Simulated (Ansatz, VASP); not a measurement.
# One calculation of RbRe3Ru2, two programs

```
Rb Re Ru
1.0
     3.29246    0.00000    0.00000
     0.00000    3.29246    0.00000
     0.00000    0.00000   11.03649
Rb Re Ru
1 3 2
Direct
  0.50000 0.50000 0.50000
  0.00000 0.00000 0.76967
  0.00000 0.00000 0.00000
  0.00000 0.00000 0.23033
  0.50000 0.50000 0.85790
  0.50000 0.50000 0.14210
```

Alike in both runs: functional PBE; k mesh 12 × 12 × 4; occupations gaussian, width 0.1 eV; no spin polarisation.

Ansatz relaxed the structure, and its values are those at the end. VASP's run is a single point on that final structure, the one shown.

|  | VASP | Ansatz |
| --- | --- | --- |
| version | VASP 6.6.1 | Ansatz 0.2.0 |
| potentials or method | VASP PAW PBE potentials, release 64 (Rb_sv, Re, Ru_pv), cutoff 520 eV | scalar-relativistic, plane waves, PAW |
| valence electrons in the cell | 58 | 86 |

Ansatz gave:

```
gap on the k mesh at the Fermi level (eV) : none
pressure (GPa)                            : 0.0
rms of the force components (eV/Å)        : 0.001
```

Q: Estimate VASP's values.

A: gap on the k mesh at the Fermi level (eV): none; pressure (GPa): 0.0; rms of the force components (eV/Å): 0.009.

A gap of «none» marks a metal or a gap that the smearing closes. VASP's potentials hold 58 valence electrons a cell and Ansatz's 86, so a difference there can come from the potentials and not from the codes.

Spin-orbit coupling is off throughout.
